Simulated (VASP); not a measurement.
# GaAs (F-43m) in VASP: density of states with PBE

Aim: the density of states of GaAs with PBE.

Everything below comes from runs of VASP 6.6.1. Logs are shortened: lines on timing, memory, paths and dates and some standing lists are left out, and cuts for length are marked.

## 1. The cell of the first run

The structure is cubic, space group F-43m (No. 216). Conventional cell: a = 5.745 Å, b = 5.745 Å, c = 5.745 Å, α = 90.00°, β = 90.00°, γ = 90.00°. Within 3.3 Å of Ga (site symmetry -43m) lie 4 As at 2.49 Å. As (site symmetry -43m) has 4 Ga at 2.49 Å within 3.3 Å.

## 2. Density of states, PBE, non-collinear spin, zero start, spin-orbit coupling

File POSCAR:

```
GaAs
1.0
    0.0000000000      2.8726923284      2.8726923284
    2.8726923284      0.0000000000      2.8726923284
    2.8726923284      2.8726923284      0.0000000000
Ga As
1 1
Direct
    0.0000000000      0.0000000000      0.0000000000
    0.2500000000      0.2500000000      0.2500000000
```

File INCAR.step1:

```
PREC = Accurate ; ENCUT = 520
EDIFF = 1E-6 ; ISMEAR = 0
SIGMA = 0.02 ; LREAL = F
LASPH = T ; NELM = 150
ALGO = Normal ; ISIF = 2
LWAVE = F ; LCHARG = T
LNONCOLLINEAR = T ; MAGMOM = 0 0 0 0 0 0
LSORBIT = T ; GGA_COMPAT = F
LORBMOM = T ; GGA = PE
NBANDS = 30
```

File KPOINTS.step1:

```
regular mesh
0
Gamma
  12 12 12
```

File INCAR.step2:

```
PREC = Accurate ; ENCUT = 520
EDIFF = 1E-6 ; ISMEAR = -5
SIGMA = 0.02 ; LREAL = F
LASPH = T ; NELM = 150
ALGO = Normal ; ISIF = 2
LWAVE = F ; LCHARG = F
LNONCOLLINEAR = T ; MAGMOM = 0 0 0 0 0 0
LORBIT = 11 ; LSORBIT = T
GGA_COMPAT = F ; LORBMOM = T
GGA = PE ; NBANDS = 30
NEDOS = 2001 ; ICHARG = 11
```

File KPOINTS.step2:

```
regular mesh
0
Gamma
  18 18 18
```

Potentials or basis: VASP PAW PBE potentials, release 64 (Ga_d, As).

Run with:

```sh
$ cat potpaw_PBE.64/Ga_d/POTCAR potpaw_PBE.64/As/POTCAR > POTCAR
$ cp INCAR.step1 INCAR
$ cp KPOINTS.step1 KPOINTS
$ mpirun -np 1 vasp_ncl > vasp.out
$ cp INCAR.step2 INCAR
$ cp KPOINTS.step2 KPOINTS
$ mpirun -np 1 vasp_ncl > vasp.out
```

OUTCAR:

```text
PREC = Accurate
   ENCUT = 520
   EDIFF = 1E-6
   ISMEAR = -5
   LREAL = F
   LASPH = T
   NELM = 150
   ISIF = 2
   LNONCOLLINEAR = T
   LORBIT = 11
   LSORBIT = T
   GGA = PE
   ICHARG = 11

 ion  position               nearest neighbor table
   1  0.000  0.000  0.000-   2 2.49   2 2.49   2 2.49   2 2.49
   2  0.250  0.250  0.250-   1 2.49   1 2.49   1 2.49   1 2.49

  LATTYP: Found a face centered cubic cell.
 ALAT       =     5.7453846568

  Lattice vectors:

 A1 = (   0.0000000000,   2.8726923284,   2.8726923284)
 A2 = (   2.8726923284,   0.0000000000,   2.8726923284)
 A3 = (   2.8726923284,   2.8726923284,   0.0000000000)

Analysis of symmetry for initial positions (statically):
=====================================================================
 Subroutine PRICEL returns:
 Original cell was already a primitive cell.

 Routine SETGRP: Setting up the symmetry group for a
 face centered cubic supercell.

 Subroutine GETGRP returns: Found 24 space group operations
 (whereof 24 operations were pure point group operations)
 out of a pool of 48 trial point group operations.

The static configuration has the point symmetry T_d .

Analysis of symmetry for dynamics (positions and initial velocities):
=====================================================================
 Subroutine PRICEL returns:
 Original cell was already a primitive cell.

 Routine SETGRP: Setting up the symmetry group for a
 face centered cubic supercell.

 Subroutine GETGRP returns: Found 24 space group operations
 (whereof 24 operations were pure point group operations)
 out of a pool of 48 trial point group operations.

The dynamic configuration has the point symmetry T_d .

Analysis of structural, dynamic, and magnetic symmetry:
=====================================================================
 Subroutine PRICEL returns:
 Original cell was already a primitive cell.

 Routine SETGRP: Setting up the symmetry group for a
 face centered cubic supercell.

 Subroutine GETGRP returns: Found 24 space group operations
 (whereof 24 operations were pure point group operations)
 out of a pool of 48 trial point group operations.

[... 969 lines left out ...]
 -----------------------------------------------------------------------------------
      0.00000      0.00000      0.00000         0.000000     -0.000000      0.000000
      1.43635      1.43635      1.43635        -0.000000      0.000000     -0.000000
 -----------------------------------------------------------------------------------
    total drift:                                0.000000      0.000000      0.000000

  FREE ENERGIE OF THE ION-ELECTRON SYSTEM (eV)
  ---------------------------------------------------
  free  energy   TOTEN  =        -8.2929447968 eV

  energy  without entropy=       -8.2929447968  energy(sigma->0) =       -8.29294480

 orbital moment (x)

 # of ion     p       d       tot
 ----------------------------------------
  1         0.000  -0.000  -0.000
  2        -0.000  -0.000  -0.000
 ----------------------------------------
           -0.000  -0.000  -0.000

 orbital moment (y)

 # of ion     p       d       tot
 ----------------------------------------
  1        -0.000   0.000  -0.000
  2         0.000  -0.000   0.000
 ----------------------------------------
           -0.000   0.000  -0.000

 orbital moment (z)

 # of ion     p       d       tot
 ----------------------------------------
  1         0.000  -0.000   0.000
  2        -0.000  -0.000  -0.000
 ----------------------------------------
           -0.000  -0.000  -0.000

 Spin-Orbit-Coupling matrix elements

 Ion:    1  E_soc:     -0.0117349
 l=   1
     0.0000000    -0.0011284    -0.0011284
    -0.0011284     0.0000000    -0.0011284
    -0.0011284    -0.0011284     0.0000000
 l=   2
     0.0000000    -0.0001639     0.0000000    -0.0001639    -0.0006635
    -0.0001639     0.0000000    -0.0004976    -0.0001639    -0.0001659
     0.0000000    -0.0004976     0.0000000    -0.0004976     0.0000000
    -0.0001639    -0.0001639    -0.0004976     0.0000000    -0.0001659
    -0.0006635    -0.0001659     0.0000000    -0.0001659     0.0000000
 l=   3
     0.0000000     0.0000000     0.0000000     0.0000000     0.0000000     0.0000000     0.0000000
     0.0000000     0.0000000     0.0000000     0.0000000     0.0000000     0.0000000     0.0000000
     0.0000000     0.0000000     0.0000000     0.0000000     0.0000000     0.0000000     0.0000000
     0.0000000     0.0000000     0.0000000     0.0000000     0.0000000     0.0000000     0.0000000
     0.0000000     0.0000000     0.0000000     0.0000000     0.0000000     0.0000000     0.0000000
     0.0000000     0.0000000     0.0000000     0.0000000     0.0000000     0.0000000     0.0000000
     0.0000000     0.0000000     0.0000000     0.0000000     0.0000000     0.0000000     0.0000000

 Ion:    2  E_soc:     -0.0243925
 l=   1
     0.0000000    -0.0040585    -0.0040585
    -0.0040585     0.0000000    -0.0040585
    -0.0040585    -0.0040585     0.0000000
 l=   2
     0.0000000    -0.0000034     0.0000000    -0.0000034    -0.0000035
    -0.0000034     0.0000000    -0.0000026    -0.0000034    -0.0000009
     0.0000000    -0.0000026     0.0000000    -0.0000026     0.0000000
    -0.0000034    -0.0000034    -0.0000026     0.0000000    -0.0000009
    -0.0000035    -0.0000009     0.0000000    -0.0000009     0.0000000
 l=   3
     0.0000000     0.0000000     0.0000000     0.0000000     0.0000000     0.0000000     0.0000000
     0.0000000     0.0000000     0.0000000     0.0000000     0.0000000     0.0000000     0.0000000
     0.0000000     0.0000000     0.0000000     0.0000000     0.0000000     0.0000000     0.0000000
     0.0000000     0.0000000     0.0000000     0.0000000     0.0000000     0.0000000     0.0000000
     0.0000000     0.0000000     0.0000000     0.0000000     0.0000000     0.0000000     0.0000000
     0.0000000     0.0000000     0.0000000     0.0000000     0.0000000     0.0000000     0.0000000
     0.0000000     0.0000000     0.0000000     0.0000000     0.0000000     0.0000000     0.0000000

 total charge

# of ion       s       p       d       tot
------------------------------------------
    1        0.884   0.755   9.986  11.624
    2        1.214   1.563   0.028   2.805
--------------------------------------------------
tot          2.098   2.317  10.013  14.429

 magnetization (x)

# of ion       s       p       d       tot
------------------------------------------
    1        0.000   0.000  -0.000   0.000
    2        0.000   0.000   0.000   0.000
--------------------------------------------------
tot          0.000   0.000   0.000   0.000

 magnetization (y)

# of ion       s       p       d       tot
------------------------------------------
    1       -0.000   0.000  -0.000  -0.000
    2       -0.000   0.000   0.000  -0.000
--------------------------------------------------
tot         -0.000   0.000   0.000  -0.000

 magnetization (z)

# of ion       s       p       d       tot
------------------------------------------
    1        0.000   0.000  -0.000   0.000
    2        0.000  -0.000  -0.000  -0.000
--------------------------------------------------
tot          0.000  -0.000  -0.000   0.000
```

OUTCAR.step1:

```text
PREC = Accurate
   ENCUT = 520
   EDIFF = 1E-6
   ISMEAR = 0
   LREAL = F
   LASPH = T
   NELM = 150
   ISIF = 2
[... 1106 lines left out ...]
     0.0000000     0.0000000     0.0000000     0.0000000     0.0000000     0.0000000     0.0000000
     0.0000000     0.0000000     0.0000000     0.0000000     0.0000000     0.0000000     0.0000000
     0.0000000     0.0000000     0.0000000     0.0000000     0.0000000     0.0000000     0.0000000
     0.0000000     0.0000000     0.0000000     0.0000000     0.0000000     0.0000000     0.0000000
     0.0000000     0.0000000     0.0000000     0.0000000     0.0000000     0.0000000     0.0000000

=======================================================================

 ========================================================
```

Run time: 19 min. Hardware: 1 thread of Intel Xeon Platinum 8259CL at 2.50GHz (Skylake/Cascade Lake), shared host; peak memory 0.77 GiB.

Results:

| Property | Result |
| --- | --- |
| Net moment | 0.00 μB per cell |
| Valence electrons inside the program's atomic spheres | Ga 11.62; As 2.81 |

Moments on the atoms (μB; x, y, z):
```
Ga  0.00 0.00 0.00
As  0.00 0.00 0.00
```
